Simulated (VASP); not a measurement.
Set up this calculation in VASP 6.6.1, as the native input.

| Property | Result |
| --- | --- |
| Task | single point |
| Functional | PBEsol |
| Potentials or basis | VASP PAW PBE potentials, release 64 (Zr_sv, C) |
| Cutoff | 600 eV |
| k mesh | 8 × 8 × 8 |
| Occupations | fermi-dirac, width 0.1 eV |
| Spin | no spin polarisation |
| Dipole correction | no |
| Further INCAR settings | ALGO = Normal; EDIFF = 1e-06; NBANDS = 15 |

The structure of ZrC lies in POSCAR:

```
ZrC
1.0
    0.0000000000      2.3728572006      2.3728572006
    2.3728572006      0.0000000000      2.3728572006
    2.3728572006      2.3728572006      0.0000000000
Zr C
1 1
Direct
    0.5000000000      0.5000000000      0.5000000000
    0.0000000000      0.0000000000      0.0000000000
```

The input as run:

INCAR

```
SYSTEM = ZrC
PREC = Accurate ; ENCUT = 600
EDIFF = 1E-6 ; ISMEAR = -1
SIGMA = 0.1 ; LREAL = .False.
LASPH = .True. ; NELM = 120
ALGO = Normal ; ISIF = 2
LWAVE = .False. ; LCHARG = .False.
GGA = PS ; NBANDS = 15
GGA_COMPAT = .False.
```

KPOINTS

```
Automatic mesh
0
Gamma
  8 8 8
  0 0 0
```

Potentials or basis: VASP PAW PBE potentials, release 64 (Zr_sv, C).

Launch:

```sh
$ cat potpaw_PBE.64/Zr_sv/POTCAR potpaw_PBE.64/C/POTCAR > POTCAR
$ mpirun -np 1 vasp_std > vasp.out
```

Results of the run:

| Property | Result |
| --- | --- |
| Pressure | -10.2 GPa |
| Band gap on the k mesh | zero (band 8 reaches 10.11 eV, above the bottom of band 9 at 8.80 eV) |

Caveat: the PAW data sets were made with another functional, which shifts forces and pressure a little.

It took 7.3 s on 1 thread of AMD EPYC 9R45 96-Core Processor (Zen 5), with other jobs on the host, peak memory 0.13 GiB.
